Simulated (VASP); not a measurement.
Here is a VASP 6.6.1 calculation.

The input INCAR:

```
PREC = Accurate
ENCUT = 520
EDIFF = 1E-6
ISMEAR = -1
SIGMA = 0.3
LREAL = False
LASPH = True
NELM = 80
ALGO = Normal
ISIF = 2
LWAVE = False
LCHARG = False
GGA = CA
NBANDS = 15
```

KPOINTS

```
regular mesh
0
Gamma
  8 8 8
```

The input POSCAR:

```
YSb
1.0
    0.0000000000      3.0950000000      3.0950000000
    3.0950000000      0.0000000000      3.0950000000
    3.0950000000      3.0950000000      0.0000000000
Y Sb
1 1
Direct
    0.5000000000      0.5000000000      0.5000000000
    0.0000000000      0.0000000000      0.0000000000
```

Potentials or basis: VASP PAW LDA potentials, release 64 (Y_sv, Sb).

Command:

```console
$ cat potpaw_LDA.64/Y_sv/POTCAR potpaw_LDA.64/Sb/POTCAR > POTCAR
$ mpirun -np 1 vasp_std > vasp.out
```

Q: Estimate the band gap on the k mesh.

A: Zero (band 8 reaches 5.70 eV, above the bottom of band 9 at 4.52 eV).

Q: Predict the pressure.

A: -3.7 GPa.

Caveat: spin-orbit coupling is left out, which moves the levels of the heavy elements.
